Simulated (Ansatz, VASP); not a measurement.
## MgAuC4N4 in VASP and in Ansatz

```xyz
10
Lattice="5.9554 0.0000 0.0000 0.0000 5.9554 0.0000 0.0000 0.0000 5.9554" Properties=species:S:1:pos:R:3 pbc="T T T"
Mg    0.0000    0.0000    0.0000
C     1.1432    1.1432    1.1432
C     1.1432    4.8122    4.8122
C     4.8122    1.1432    4.8122
C     4.8122    4.8122    1.1432
Au    2.9777    2.9777    2.9777
N     1.8187    1.8187    1.8187
N     1.8187    4.1367    4.1367
N     4.1367    1.8187    4.1367
N     4.1367    4.1367    1.8187
```

Alike in both runs: task single point; functional PBE; k mesh 4 × 4 × 4; occupations gaussian, width 0.1 eV; no spin polarisation.

```csv
,VASP,Ansatz
version,VASP 6.6.1,Ansatz 0.2.0
potentials or method,"VASP PAW PBE potentials, release 64 (Mg, C, Au, N), cutoff 520 eV","scalar-relativistic, plane waves, PAW"
valence electrons in the cell,49,65
```

Ansatz gave:

- gap on the k mesh at the Fermi level (eV): none
- pressure (GPa): 7.9
- rms of the force components (eV/Å): 1.048

Question: What did VASP give for the same quantities?

Answer: gap on the k mesh at the Fermi level (eV): none; pressure (GPa): 8.2; rms of the force components (eV/Å): 0.858.

Atom by atom the forces differ by 0.194 eV/Å (rms over components). A gap of «none» marks a metal or a gap that the smearing closes. The functional is the same, so the differences come from potentials, cutoffs and numerics. VASP's potentials hold 49 valence electrons a cell and Ansatz's 65, so a difference there can come from the potentials and not from the codes.

Spin-orbit coupling is off throughout. Noted on VASP's run: the standard files for N, O and F lose accuracy on very short bonds.
